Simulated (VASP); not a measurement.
A run of VASP 6.6.1 is set up as follows.

File INCAR:

```
SYSTEM = Re
PREC = Accurate
ENCUT = 520
EDIFF = 1E-6
ISMEAR = 0
SIGMA = 0.15
LREAL = .False.
LASPH = .True.
NELM = 100
ALGO = Fast
ISIF = 2
LWAVE = .False.
LCHARG = .False.
GGA = PE
NBANDS = 14
```

File KPOINTS:

```
Automatic mesh
0
Gamma
  18 18 10
  0 0 0
```

Contents of POSCAR:

```
Re
1.0
    2.7748241524      0.0000000000      0.0000000000
   -1.3874120762      2.4030682070     -0.2643375028
    0.0000000000     -0.4932646191      4.4842238099
Re
2
Direct
    0.3333333333      0.6666666667      0.2500000000
    0.6666666667      0.3333333333      0.7500000000
```

Potentials or basis: VASP PAW PBE potentials, release 64 (Re).

Command:

```sh
$ cat potpaw_PBE.64/Re/POTCAR > POTCAR
$ mpirun -np 1 vasp_std > vasp.out
```

(1) What does it give for the pressure?

(2) Predict the band gap on the k mesh.

Answers

(1) 12.5 GPa.

(2) zero (bands 7 and 8 overlap by 2.96 eV).

Caveat: the cell differs from its parent crystal (engineering shear strain xz +0.0000, engineering shear strain yz -0.2200); the cell stands under pressure; spin-orbit coupling is left out, which moves the levels of the heavy elements.
